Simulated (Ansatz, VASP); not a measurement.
## AlN: VASP beside Ansatz

Contents of INCAR:

```
PREC     = Accurate       # precision mode
ENCUT    = 520            # plane-wave cutoff, eV
EDIFF    = 1E-6           # SCF threshold, eV
ISMEAR   = -1             # smearing method
SIGMA    = 0.02           # smearing width, eV
LREAL    = False          # projectors in reciprocal space
LASPH    = True           # aspherical terms in the spheres
NELM     = 60             # most SCF steps
ALGO     = Normal         # electronic algorithm
ISIF     = 2              # what is computed and relaxed
LWAVE    = False          # write WAVECAR
LCHARG   = False          # write CHGCAR
GGA      = PE             # functional
NBANDS   = 16             # bands
```

The input KPOINTS:

```
Automatic mesh
0
Gamma
  11 11 6
```

POSCAR

```
AlN
1.0
    3.0901223134      0.0000000000      0.0000000000
   -1.5450611567      2.6761244242      0.0000000000
    0.0000000000      0.0000000000      4.9445895974
Al N
2 2
Direct
    0.3333333333      0.6666666667      0.0000000000
    0.6666666667      0.3333333333      0.5000000000
    0.3333333333      0.6666666667      0.3850000000
    0.6666666667      0.3333333333      0.8850000000
```

Input for Ansatz:

```yaml
crystal:
  lattice:
    - [3.0901223134, 0.0, 0.0]
    - [-1.5450611567, 2.6761244242, 0.0]
    - [0.0, 0.0, 4.9445895974]
  atoms:
    - { symbol: Al, position: [0.3333333333, 0.6666666667, 0.0] }
    - { symbol: Al, position: [0.6666666667, 0.3333333333, 0.5] }
    - { symbol: "N", position: [0.3333333333, 0.6666666667, 0.385] }
    - { symbol: "N", position: [0.6666666667, 0.3333333333, 0.885] }
kpoints:
  mp_grid: { grid: [11, 11, 6] }
  band_path:
    path:
      - [0.0, 0.0, 0.0]
      - [0.5, 0.0, 0.0]
      - [0.3333333333, 0.3333333333, 0.0]
      - [0.0, 0.0, 0.0]
      - [0.0, 0.0, 0.5]
      - [0.5, 0.0, 0.5]
      - [0.3333333333, 0.3333333333, 0.5]
      - [0.0, 0.0, 0.5]
      - [0.5, 0.0, 0.5]
    npoints: 5
scf:
  occupations: { method: fermi_dirac, width: 0.02 }
hamiltonian:
  xc: pbe
  pseudopotentials: { kind: all_electron, lapw: { basis_error: 0.001 } }
output:
  forces: true
  stress: true
  eigenvalues: true
```

Change from the starting cell: volume scaled by 0.98.

Alike in both runs: task single point; functional PBE; k mesh 11 × 11 × 6; occupations fermi-dirac, width 0.02 eV; no spin polarisation.

|  | VASP | Ansatz |
| --- | --- | --- |
| version | VASP 6.6.1 | Ansatz 0.2.0 |
| potentials or method | VASP PAW PBE potentials, release 64 (Al, N), cutoff 520 eV | all-electron LAPW, scalar-relativistic |

|  | VASP | Ansatz | Ansatz less VASP |
| --- | --- | --- | --- |
| gap on the k mesh at the Fermi level (eV) | 4.34 | 4.34 | -0.004 |
| pressure (GPa) | 8.2 | 8.3 | +0.14 |
| traceless stress, the component that is largest in VASP (GPa) | -1.56 | -1.59 | -0.027 |
| rms of the force components (eV/Å) | 0.105 | 0.105 | +0.0001 |

Atom by atom the forces differ by 0.000 eV/Å (rms over components). Ansatz ran all-electron here, and VASP with PAW potentials.
